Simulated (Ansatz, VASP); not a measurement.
## One calculation of ZnO, two programs

Contents of POSCAR:

```
ZnO
1.0
    2.9527479643      0.0000000000      0.0000000000
   -1.4763739822      2.5571547481      0.0000000000
    0.0000000000      0.0000000000      5.0841165378
Zn O
2 2
Direct
    0.0000000000      0.0000000000      0.0000000000
    0.0000000000      0.0000000000      0.5000000000
    0.3333333333      0.6666666667      0.2500000000
    0.6666666667      0.3333333333      0.7500000000
```

Contents of INCAR.step1:

```
SYSTEM = ZnO
PREC = Accurate
ENCUT = 520
ISMEAR = 0
SIGMA = 0.01
LREAL = .False.
LASPH = .True.
NELM = 80
NBANDS = 26
GGA = PE
ALGO = Normal
EDIFF = 1E-4
LWAVE = .True.
LCHARG = .False.
```

INCAR.step2

```
SYSTEM = ZnO
PREC = Accurate
ENCUT = 520
EDIFF = 1E-7
ISMEAR = 0
SIGMA = 0.01
LREAL = .False.
LASPH = .True.
NELM = 80
ALGO = Normal
ISIF = 2
LWAVE = .False.
LCHARG = .False.
METAGGA = R2SCAN
LMIXTAU = .True.
NBANDS = 26
ISTART = 1
```

File KPOINTS:

```
Automatic mesh
0
Gamma
  12 12 6
  0 0 0
```

Input for Ansatz:

```yaml
crystal:
  lattice:
    - [2.9527479643, 0.0, 0.0]
    - [-1.4763739822, 2.5571547481, 0.0]
    - [0.0, 0.0, 5.0841165378]
  atoms:
    - { symbol: Zn, position: [0.0, 0.0, 0.0] }
    - { symbol: Zn, position: [0.0, 0.0, 0.5] }
    - { symbol: O, position: [0.3333333333, 0.6666666667, 0.25] }
    - { symbol: O, position: [0.6666666667, 0.3333333333, 0.75] }
kpoints:
  mp_grid: { grid: [12, 12, 6] }
  band_path:
    path:
      - [0.0, 0.0, 0.0]
      - [0.5, 0.0, 0.0]
      - [0.3333333333, 0.3333333333, 0.0]
      - [0.0, 0.0, 0.5]
      - [0.5, 0.0, 0.5]
      - [0.3333333333, 0.3333333333, 0.5]
    npoints: 1
hamiltonian:
  xc: r2scan
scf:
  occupations: { method: fixed }
  n_extra_bands: 5
output:
  forces: true
  stress: true
  eigenvalues: true
```

Change from the starting cell: hydrostatic strain -0.8%.

Alike in both runs: task single point; functional r2SCAN; k mesh 12 × 12 × 6; no spin polarisation.

|  | VASP | Ansatz |
| --- | --- | --- |
| version | VASP 6.6.1 | Ansatz 0.2.0 |
| potentials or method | VASP PAW PBE potentials, release 64 (Zn, O) | plane waves, PAW |
| plane-wave cutoff (eV) | 520 | 500 |
| occupations | gaussian, width 0.01 eV | fixed |
| valence electrons in the cell | 36 | 36 |

|  | VASP | Ansatz | Ansatz less VASP |
| --- | --- | --- | --- |
| gap on the k mesh at the Fermi level (eV) | 1.47 | 1.49 | +0.017 |
| pressure (GPa) | 6.3 | 4.9 | -1.42 |
| traceless stress, the component that is largest in VASP (GPa) | 0.80 | 0.45 | -0.357 |

VASP's potentials were made for PBE, not for r2SCAN.
